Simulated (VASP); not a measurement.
Crystal: Ge3Pd.

```
Ge Pd
1.0
     4.14202    0.00000    0.00000
     0.00000    4.14202    0.00000
     0.00000    0.00000    4.14202
Ge Pd
3 1
Direct
  0.00000 0.50000 0.50000
  0.50000 0.00000 0.50000
  0.50000 0.50000 0.00000
  0.00000 0.00000 0.00000
```

| Quantity | Value |
| --- | --- |
| Program | VASP 6.6.1 |
| Task | relaxation of volume and atoms at fixed shape |
| Functional | PBEsol |
| Potentials or basis | VASP PAW PBE potentials, release 64 (Ge_d, Pd) |
| Cutoff | 600 eV |
| k mesh | 11 × 11 × 11 |
| Occupations | fermi-dirac, width 0.02 eV |
| Spin | no spin polarisation |

At the start: pressure -4.5 GPa; volume 17.77 Å³/atom.

**Question.** How do energy, volume and symmetry change on relaxing?

**Answer.** Over 3 steps the energy falls by 12.7 meV/atom and the volume is 16.91 Å³/atom (-4.8 %); space group Pm-3m (No. 221, to 0.1 Å) before and after.

The path:
| step | energy change (eV) | largest force (eV/Å) | pressure (GPa) | volume (Å³) |
| --- | --- | --- | --- | --- |
| 1 | 0.0000 | 0.0000 | -4.54 | 71.06 |
| 2 | -0.0376 | 0.0000 | 2.63 | 66.01 |
| 3 | -0.0509 | 0.0000 | 0.01 | 67.64 |

Final structure:
```
Ge Pd
1.0
     4.07444    0.00000    0.00000
     0.00000    4.07444    0.00000
     0.00000    0.00000    4.07444
Ge Pd
3 1
Direct
  0.00000 0.50000 0.50000
  0.50000 0.00000 0.50000
  0.50000 0.50000 0.00000
  0.00000 0.00000 0.00000
```

Caveat: the PAW data sets were made with another functional, which shifts forces and pressure a little.
